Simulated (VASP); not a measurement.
Write the native input for VASP 6.6.1 that does the following.

- Task: single point
- Functional: PBE
- Potentials or basis: VASP PAW PBE potentials, release 64 (Cs_sv, Ba_sv)
- Cutoff: 520 eV
- k mesh: 4 × 4 × 4
- Occupations: fermi-dirac, width 0.1 eV
- Spin: no spin polarisation
- Dipole correction: no
- Further INCAR settings: ALGO = Normal; EDIFF = 1e-07; NBANDS = 28

The structure of CsBa3 lies in POSCAR:

```
CsBa3
1.0
    6.6043710000      0.0000000000      0.0000000000
    0.0000000000      6.6043710000      0.0000000000
    0.0000000000      0.0000000000      6.6043710000
Cs Ba
1 3
Direct
    0.0000000000      0.0000000000      0.0000000000
    0.0000000000      0.5000000000      0.5000000000
    0.5000000000      0.0000000000      0.5000000000
    0.5000000000      0.5000000000      0.0000000000
```

One way to write it, as run:

INCAR

```
SYSTEM = CsBa3
  PREC = Accurate
  ENCUT = 520
  EDIFF = 1E-7
  ISMEAR = -1
  SIGMA = 0.1
  LREAL = .False.
  LASPH = .True.
  NELM = 100
  ALGO = Normal
  ISIF = 2
  LWAVE = .False.
  LCHARG = .False.
  GGA = PE
  NBANDS = 28
```

KPOINTS

```
Automatic mesh
0
Gamma
  4 4 4
  0 0 0
```

Potentials or basis: VASP PAW PBE potentials, release 64 (Cs_sv, Ba_sv).

The run is started by

```bash
$ cat potpaw_PBE.64/Cs_sv/POTCAR potpaw_PBE.64/Ba_sv/POTCAR > POTCAR
$ mpirun -np 1 vasp_std > vasp.out
```

It gave:

The pressure is 0.0 GPa.

It took 100 s on 1 thread of Intel Xeon 6975P-C, on a shared host, peak memory 0.37 GiB.
